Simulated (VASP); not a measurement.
Here is a VASP 6.6.1 calculation.

Contents of INCAR:

```
PREC = Accurate ; ENCUT = 520
EDIFF = 1E-8 ; ISMEAR = -1
SIGMA = 0.01 ; LREAL = F
LASPH = T ; NELM = 120
ALGO = Normal ; ISIF = 2
LWAVE = F ; LCHARG = F
GGA = PS ; LEFG = T
NBANDS = 24 ; GGA_COMPAT = F
```

Contents of KPOINTS:

```
Automatic mesh
0
Gamma
  9 9 5
```

The input POSCAR:

```
TaN
1.0
    3.0175219588      0.0000000000      0.0000000000
   -1.5087609794      2.6132506728      0.0000000000
    0.0000000000      0.0000000000      4.9180000000
Ta N
2 2
Direct
    0.0000000000      0.0000000000      0.0000000000
    0.0000000000      0.0000000000      0.5000000000
    0.3333333333      0.6666666667      0.2500000000
    0.6666666667      0.3333333333      0.7500000000
```

Potentials or basis: VASP PAW PBE potentials, release 64 (Ta_pv, N).

Run with:

```sh
$ cat potpaw_PBE.64/Ta_pv/POTCAR potpaw_PBE.64/N/POTCAR > POTCAR
$ mpirun -np 1 vasp_std > vasp.out
```

Q: What does it give for the band gap on the k mesh?

A: Zero (bands 16 and 17 overlap by 2.38 eV).

Q: Predict the pressure.

A: 59.8 GPa.

Stress tensor (GPa, compression positive):
```
 28.93   0.00   0.00
  0.00  28.93   0.00
  0.00   0.00 121.46
```

Caveat: the cell differs from its parent crystal (equal xx and yy strain of -1 %); the cell stands under pressure; without QUAD_EFG the Cq values of the log hold for a quadrupole moment of 1 mb, not for the nuclei; the PAW data sets were made with another functional, which shifts forces and pressure a little; spin-orbit coupling is left out, which moves the levels of the heavy elements.
